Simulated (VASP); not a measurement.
Input of a VASP 6.6.1 run:

File INCAR:

```
SYSTEM = Cu
PREC = Accurate ; ENCUT = 600
EDIFF = 1E-7 ; ISMEAR = 0
SIGMA = 0.1 ; LREAL = .FALSE.
LASPH = .TRUE. ; NELM = 100
ALGO = Normal ; ISIF = 3
LWAVE = .FALSE. ; LCHARG = .FALSE.
GGA = PE ; IBRION = 2
NSW = 90 ; EDIFFG = -0.04
```

File KPOINTS:

```
regular mesh
0
G
  6 6 6
  0 0 0
```

The input POSCAR:

```
Cu
1.0
    1.5501307534      0.8949684078      2.8745316323
   -1.5501307534      0.8949684078      2.8745316323
    0.0000000000     -1.7899368155      2.8745316323
Cu
2
Direct
    0.2275400000      0.2275400000      0.2275400000
    0.7724600000      0.7724600000      0.7724600000
```

Potentials or basis: VASP PAW PBE potentials, release 64 (Cu).

Launch:

```bash
$ cat potpaw_PBE.64/Cu/POTCAR > POTCAR
$ mpirun -np 1 vasp_std > vasp.out
```

Q: What does it give for the band gap on the k mesh?

A: Zero (band 11 reaches 10.51 eV, above the bottom of band 12 at 5.22 eV).

Q: What does it give for the relaxed cell?

A: a = 4.382 Å, b = 4.382 Å, c = 4.382 Å, α = 34.46°, β = 34.46°, γ = 34.46°.

Stress tensor (GPa, compression positive):
```
-0.02  0.00  0.00
 0.00 -0.02  0.00
 0.00  0.00 -0.23
```

Caveat: the k points lie up to 0.47 Å⁻¹ apart in the final cell.
